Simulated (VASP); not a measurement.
Here is a VASP 6.6.1 calculation.

The input INCAR:

```
SYSTEM = FeO
ALGO     = Normal         ! electronic algorithm
EDIFF    = 1E-6           ! SCF threshold, eV
ENCUT    = 520            ! plane-wave cutoff, eV
GGA      = PE             ! functional
ISIF     = 2              ! what is computed and relaxed
ISMEAR   = -1             ! smearing method
ISPIN    = 2              ! spin polarisation
LASPH    = .TRUE.         ! aspherical terms in the spheres
LCHARG   = .FALSE.        ! write CHGCAR
LDAU     = .TRUE.         ! DFT+U
LDAUJ    = 0 0          
LDAUL    = 2 -1           ! shell
LDAUPRINT= 1            
LDAUTYPE = 2            
LDAUU    = 3 0            ! U, eV
LMAXMIX  = 4              ! l up to which the mixer works
LORBIT   = 11             ! projections on sites
LREAL    = .FALSE.        ! projectors in reciprocal space
LWAVE    = .FALSE.        ! write WAVECAR
MAGMOM   = 3 0            ! initial moments
NBANDS   = 18             ! bands
NELM     = 150            ! most SCF steps
PREC     = Accurate       ! precision mode
SIGMA    = 0.05           ! smearing width, eV
```

The input KPOINTS:

```
k-points
0
G
  11 11 11
  0 0 0
```

The input POSCAR:

```
FeO
1.0
   -0.0635927266      2.1624757400      2.1624757400
    2.1624757400     -0.0635927266      2.1624757400
    2.1624757400      2.1624757400     -0.0635927266
Fe O
1 1
Direct
    0.0000000000      0.0000000000      0.0000000000
    0.5000000000      0.5000000000      0.5000000000
```

Potentials or basis: VASP PAW PBE potentials, release 64 (Fe, O).

Launch:

```sh
$ cat potpaw_PBE.64/Fe/POTCAR potpaw_PBE.64/O/POTCAR > POTCAR
$ mpirun -np 1 vasp_std > vasp.out
```

Task: What does it give for the pressure?

Result: -8.8 GPa.

Task: Predict the site moments.

Result: Fe +3.77; O +0.22 μB.

Eigenvalues of the final occupation matrices:
| site | spin | trace | eigenvalues |
| --- | --- | --- | --- |
| site 1 d | 1 | 4.89 | 0.96 0.96 0.96 1.00 1.00 |
| site 1 d | 2 | 1.17 | 0.11 0.11 0.31 0.31 0.31 |

Caveat: the cell stands under tension; a cell with one magnetic atom can't hold antiferromagnetic order, which such compounds often take. The state reached can hang on the start; a lower one may exist.
